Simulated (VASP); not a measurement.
A run of VASP 6.6.1:

File POSCAR:

```
In3Se
1.0
    4.7432691241      0.0000000000      0.0000000000
    0.0000000000      4.7432691241      0.0000000000
    0.0000000000      0.0000000000      4.7432691241
In Se
3 1
Direct
    0.0000000000      0.5000000000      0.5000000000
    0.5000000000      0.0000000000      0.5000000000
    0.5000000000      0.5000000000      0.0000000000
    0.0000000000      0.0000000000      0.0000000000
```

Contents of INCAR.step1:

```
PREC     = Accurate       # precision mode
ENCUT    = 520            # plane-wave cutoff, eV
ISMEAR   = 0              # smearing method
SIGMA    = 0.1            # smearing width, eV
LREAL    = False          # projectors in reciprocal space
LASPH    = True           # aspherical terms in the spheres
NELM     = 100            # most SCF steps
NBANDS   = 30             # bands
GGA      = PE             # functional
ALGO     = Normal         # electronic algorithm
EDIFF    = 1E-4           # SCF threshold, eV
LWAVE    = True           # write WAVECAR
LCHARG   = False          # write CHGCAR
```

The input INCAR.step2:

```
PREC     = Accurate       # precision mode
ENCUT    = 520            # plane-wave cutoff, eV
EDIFF    = 1E-6           # SCF threshold, eV
ISMEAR   = 0              # smearing method
SIGMA    = 0.1            # smearing width, eV
LREAL    = False          # projectors in reciprocal space
LASPH    = True           # aspherical terms in the spheres
NELM     = 100            # most SCF steps
ALGO     = Normal         # electronic algorithm
ISIF     = 2              # what is computed and relaxed
LWAVE    = False          # write WAVECAR
LCHARG   = False          # write CHGCAR
METAGGA  = R2SCAN         # meta-GGA
LMIXTAU  = True         
NBANDS   = 30             # bands
ISTART   = 1
```

File KPOINTS:

```
regular mesh
0
Gamma
  10 10 10
```

Potentials or basis: VASP PAW PBE potentials, release 64 (In_d, Se).

Launch:

```console
$ cat potpaw_PBE.64/In_d/POTCAR potpaw_PBE.64/Se/POTCAR > POTCAR
$ cp INCAR.step1 INCAR
$ mpirun -np 1 vasp_std > vasp.out
$ cp INCAR.step2 INCAR
$ mpirun -np 1 vasp_std > vasp.out
```

Hardware: 1 thread of AMD EPYC 9R14 (Zen 4), on a shared host.

Q: How long does it take, and how much memory?

A: Run time: 7 min on 1 thread of AMD EPYC 9R14 (Zen 4) (shared host), peak memory 0.29 GiB. Counts: k points 56.
